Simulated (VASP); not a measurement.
Write the native input for VASP 6.6.1 that does the following.

```
Task                   : single point
Functional             : PBE
Potentials or basis    : VASP PAW PBE potentials, release 64 (Na_pv, Ag, S)
Cutoff                 : 520 eV
k mesh                 : 4 × 6 × 6
Occupations            : gaussian, width 0.1 eV
Spin                   : no spin polarisation
Dipole correction      : no
Further INCAR settings : ALGO = Normal; EDIFF = 1e-07; NBANDS = 38
```

The structure of Na4AgS3 lies in POSCAR:

```
Na4AgS3
1.0
    9.9702485479      0.0000000000      0.0000000000
    0.0000000000      3.5304200640      3.5305069582
    0.0000000000     -3.5304200640      3.5305069582
Na Ag S
4 1 3
Direct
    0.1621295017      0.8654581136      0.3654248554
    0.8378704983      0.3654248554      0.8654581136
    0.1621295017      0.3654248554      0.8654581136
    0.8378704983      0.8654581136      0.3654248554
    0.5000000000      0.8654786823      0.8654786823
    0.7308737772      0.8654388107      0.8654388107
    0.2691262228      0.8654388107      0.8654388107
    0.0000000000      0.3654786083      0.3654786083
```

One way to write it, as run:

INCAR

```
PREC     = Accurate       # precision mode
ENCUT    = 520            # plane-wave cutoff, eV
EDIFF    = 1E-7           # SCF threshold, eV
ISMEAR   = 0              # smearing method
SIGMA    = 0.1            # smearing width, eV
LREAL    = False          # projectors in reciprocal space
LASPH    = True           # aspherical terms in the spheres
NELM     = 100            # most SCF steps
ALGO     = Normal         # electronic algorithm
ISIF     = 2              # what is computed and relaxed
LWAVE    = False          # write WAVECAR
LCHARG   = False          # write CHGCAR
GGA      = PE             # functional
NBANDS   = 38             # bands
```

KPOINTS

```
Automatic mesh
0
Gamma
  4 6 6
```

Potentials or basis: VASP PAW PBE potentials, release 64 (Na_pv, Ag, S).

Run with:

```sh
$ cat potpaw_PBE.64/Na_pv/POTCAR potpaw_PBE.64/Ag/POTCAR potpaw_PBE.64/S/POTCAR > POTCAR
$ mpirun -np 1 vasp_std > vasp.out
```

Results of the run:

```yaml
Pressure: 0.0 GPa
Largest_force: 0.019 eV/Å
Band_gap_on_the_k_mesh: zero (an odd number of electrons rules out a gap without spin polarisation)
```

Run time: 12 min on 1 thread of Oxide Virtual Turin-like Processor, with other jobs on the host, peak memory 0.51 GiB.
